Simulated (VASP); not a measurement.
Set up this calculation in VASP 6.6.1, as the native input.

| Quantity | Value |
| --- | --- |
| Task | single point |
| Functional | PBE |
| Potentials or basis | VASP PAW PBE potentials, release 64 (Cr_pv) |
| Cutoff | 520 eV |
| k mesh | 20 × 20 × 20 |
| Occupations | gaussian, width 0.1 eV |
| Spin | no spin polarisation |
| Dipole correction | no |
| Further INCAR settings | ALGO = Fast; EDIFF = 1e-07; NBANDS = 12 |

The structure of Cr lies in POSCAR:

```
Cr
1.0
   -1.4698791448      1.4698791448      1.4698791448
    1.4698791448     -1.4698791448      1.4698791448
    1.4698791448      1.4698791448     -1.4698791448
Cr
1
Direct
    0.0000000000      0.0000000000      0.0000000000
```

This cell differs from its parent crystal: volume scaled by 1.10.

The input as run:

INCAR

```
SYSTEM = Cr
  ALGO = Fast
  EDIFF = 1E-7
  ENCUT = 520
  GGA = PE
  ISIF = 2
  ISMEAR = 0
  LASPH = .TRUE.
  LCHARG = .FALSE.
  LREAL = .FALSE.
  LWAVE = .FALSE.
  NBANDS = 12
  NELM = 80
  PREC = Accurate
  SIGMA = 0.1
```

KPOINTS

```
k-points
0
G
  20 20 20
  0 0 0
```

Potentials or basis: VASP PAW PBE potentials, release 64 (Cr_pv).

The run is started by

```sh
$ cat potpaw_PBE.64/Cr_pv/POTCAR > POTCAR
$ mpirun -np 1 vasp_std > vasp.out
```

Results of the run:

```yaml
Pressure: -20.4 GPa
Band_gap_on_the_k_mesh: zero (band 6 reaches 11.80 eV, above the bottom of band 7 at 8.87 eV)
```

Caveat: the run has no spin polarisation, though such a crystal can be magnetic.

Wall time 29 s on 1 thread of Intel Xeon 6975P-C, on a shared host, peak memory 0.16 GiB.
